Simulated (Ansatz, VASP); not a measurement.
# One calculation of Bi2Te2O, two programs

```
Bi Te O
1.0
     4.24218    0.00000    0.00000
    -2.12109    3.67383    0.00000
     0.00000    0.00000    9.26801
Bi Te O
2 2 1
Direct
  0.00000 0.00000 0.17080
  0.00000 0.00000 0.82920
  0.33333 0.66667 0.00000
  0.66667 0.33333 0.00000
  0.00000 0.00000 0.50000
```

Alike in both runs: task relaxation of cell and atoms; functional PBE; k mesh 6 × 6 × 2; occupations gaussian, width 0.1 eV; no spin polarisation.

|  | VASP | Ansatz |
| --- | --- | --- |
| version | VASP 6.6.1 | Ansatz 0.2.0 |
| potentials or method | VASP PAW PBE potentials, release 64 (Bi_d, Te, O), cutoff 600 eV | scalar-relativistic, plane waves, PAW |
| valence electrons in the cell | 48 | 68 |

VASP gave:

- gap on the k mesh at the Fermi level, each at its own relaxed structure (eV): none
- relaxed volume (Å³/atom): 37.72
- relaxed cell length with the largest relative difference (Å): 5.392

**Question.** What did Ansatz give for the same quantities?

**Answer.** gap on the k mesh at the Fermi level, each at its own relaxed structure (eV): none; relaxed volume (Å³/atom): 38.32; relaxed cell length with the largest relative difference (Å): 5.439.

A gap of «none» marks a metal or a gap that the smearing closes. VASP's potentials hold 48 valence electrons a cell and Ansatz's 68, so a difference there can come from the potentials and not from the codes.

Neither program's run includes spin-orbit coupling. Noted on VASP's run: the volume moved by over 15 % at a fixed basis, so the end points are rough.
